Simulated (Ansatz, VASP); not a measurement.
# One calculation of Al7Cu, two programs

```
Al Cu
1.0
     5.91213    0.00000    0.00000
     0.00000    5.91213    0.00000
     0.00000    0.00000    5.91213
Al Cu
7 1
Direct
  0.22933 0.22933 0.22933
  0.00000 0.50000 0.50000
  0.50000 0.50000 0.00000
  0.50000 0.00000 0.50000
  0.77067 0.22933 0.77067
  0.77067 0.77067 0.22933
  0.22933 0.77067 0.77067
  0.00000 0.00000 0.00000
```

Change from the starting cell: species swapped into the Si7Ge type (P-43m, No. 215).

Alike in both runs: functional PBE; k mesh 6 × 6 × 6; occupations gaussian, width 0.1 eV; no spin polarisation.

Ansatz relaxed the structure, and its values are those at the end. VASP's run is a single point on that final structure, the one shown.

```csv
,VASP,Ansatz
version,VASP 6.6.1,Ansatz 0.2.0
potentials or method,"VASP PAW PBE potentials, release 64 (Al, Cu), cutoff 520 eV","scalar-relativistic, plane waves, PAW"
valence electrons in the cell,32,40
```

|  | VASP | Ansatz | Ansatz less VASP |
| --- | --- | --- | --- |
| gap on the k mesh at the Fermi level (eV) | none | none | - |
| pressure (GPa) | 0.0 | 0.0 | -0.01 |
| rms of the force components (eV/Å) | 0.012 | 0.004 | -0.0080 |

A gap of «none» marks a metal or a gap that the smearing closes. VASP's potentials hold 32 valence electrons a cell and Ansatz's 40, so a difference there can come from the potentials and not from the codes.
